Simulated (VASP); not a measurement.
Here is a VASP 6.6.1 calculation.

Contents of INCAR:

```
ALGO     = Normal         # electronic algorithm
EDIFF    = 1E-6           # SCF threshold, eV
ENCUT    = 520            # plane-wave cutoff, eV
GGA      = PE             # functional
ISIF     = 2              # what is computed and relaxed
ISMEAR   = -1             # smearing method
LASPH    = True           # aspherical terms in the spheres
LCHARG   = True           # write CHGCAR
LELF     = True           # ELF
LREAL    = False          # projectors in reciprocal space
LVHAR    = True         
LWAVE    = False          # write WAVECAR
NBANDS   = 25             # bands
NELM     = 80             # most SCF steps
PREC     = Accurate       # precision mode
SIGMA    = 0.1            # smearing width, eV
```

KPOINTS

```
k-points
0
Gamma
  11 11 15
```

Contents of POSCAR:

```
Zn
1.0
    4.4838843717      0.0000000000      0.0000000000
   -2.2419421859      3.8831577736      0.0000000000
    0.0000000000      0.0000000000      2.6864723920
Zn
3
Direct
    0.0000000000      1.0000000000      0.0000000000
    0.3333333333      0.6666666667      0.5000000000
    0.6666666667      0.3333333333      0.5000000000
```

Potentials or basis: VASP PAW PBE potentials, release 64 (Zn).

Launch:

```bash
$ cat potpaw_PBE.64/Zn/POTCAR > POTCAR
$ mpirun -np 1 vasp_std > vasp.out
```

Q: Estimate the band gap on the k mesh.

A: Zero (band 18 reaches 7.09 eV, above the bottom of band 19 at 1.88 eV).

Q: Estimate the pressure.

A: 0.3 GPa.
